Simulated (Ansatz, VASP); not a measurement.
CdS in VASP and in Ansatz

```
Cd S
1.0
     0.00000    2.90959    2.90959
     2.90959    0.00000    2.90959
     2.90959    2.90959    0.00000
Cd S
1 1
Cartesian
  0.0000 0.0000 0.0000
  1.4548 1.4548 1.4548
```

Alike in both runs: task single point; functional r2SCAN; k mesh 8 × 8 × 8; occupations gaussian, width 0.02 eV; no spin polarisation.

```csv
,VASP,Ansatz
version,VASP 6.6.1,Ansatz 0.2.0
potentials or method,"VASP PAW PBE potentials, release 64 (Cd, S), cutoff 520 eV","scalar-relativistic, plane waves, PAW"
valence electrons in the cell,18,26
```

VASP gave:

* gap on the k mesh at the Fermi level (eV): 1.61
* least direct gap on the mesh (eV): 1.61
* pressure (GPa): 2.3

**Question.** What did Ansatz give for the same quantities?

**Answer.** gap on the k mesh at the Fermi level (eV): 1.61; least direct gap on the mesh (eV): 1.61; pressure (GPa): 1.9.

VASP's potentials were made for PBE, not for r2SCAN. VASP's potentials hold 18 valence electrons a cell and Ansatz's 26, so a difference there can come from the potentials and not from the codes.
